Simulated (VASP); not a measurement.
Set up this calculation in VASP 6.6.1, as the native input.

| Quantity | Value |
| --- | --- |
| Task | single point |
| Functional | PBEsol |
| Potentials or basis | VASP PAW PBE potentials, release 64 (Hf_pv, N) |
| Cutoff | 520 eV |
| k mesh | 9 × 9 × 5 |
| Occupations | methfessel-paxton, width 0.1 eV |
| Spin | no spin polarisation |
| Dipole correction | no |
| Further INCAR settings | ALGO = Normal; EDIFF = 1e-06; NBANDS = 23 |

The structure of HfN lies in POSCAR:

```
HfN
1.0
    3.1339080000      0.0000000000      0.0000000000
   -1.5669540000      2.7140439411      0.0000000000
    0.0000000000      0.0000000000      5.4167680000
Hf N
2 2
Direct
    0.6666670000      0.3333330000      0.7500000000
    0.3333330000      0.6666670000      0.2500000000
    0.0000000000      0.0000000000      0.0000000000
    0.0000000000      0.0000000000      0.5000000000
```

One way to write it, as run:

INCAR

```
SYSTEM = HfN
ALGO = Normal
EDIFF = 1E-6
ENCUT = 520
GGA = PS
ISIF = 2
ISMEAR = 1
LASPH = .TRUE.
LCHARG = .TRUE.
LELF = .TRUE.
LREAL = .FALSE.
LVHAR = .TRUE.
LWAVE = .FALSE.
NBANDS = 23
NELM = 80
PREC = Accurate
SIGMA = 0.1
```

KPOINTS

```
k-points
0
G
  9 9 5
  0 0 0
```

Potentials or basis: VASP PAW PBE potentials, release 64 (Hf_pv, N).

Run with:

```bash
$ cat potpaw_PBE.64/Hf_pv/POTCAR potpaw_PBE.64/N/POTCAR > POTCAR
$ mpirun -np 1 vasp_std > vasp.out
```

Results of the run:

The pressure is -4.5 GPa and the band gap on the k mesh is zero (band 15 reaches 9.19 eV, above the bottom of band 16 at 7.52 eV).

Caveat: the PAW data sets were made with another functional, which shifts forces and pressure a little; spin-orbit coupling is left out, which moves the levels of the heavy elements.

Run time: 32 s on 1 thread of AMD EPYC 7R13 Processor (Zen 3), on a shared host, peak memory 0.15 GiB.
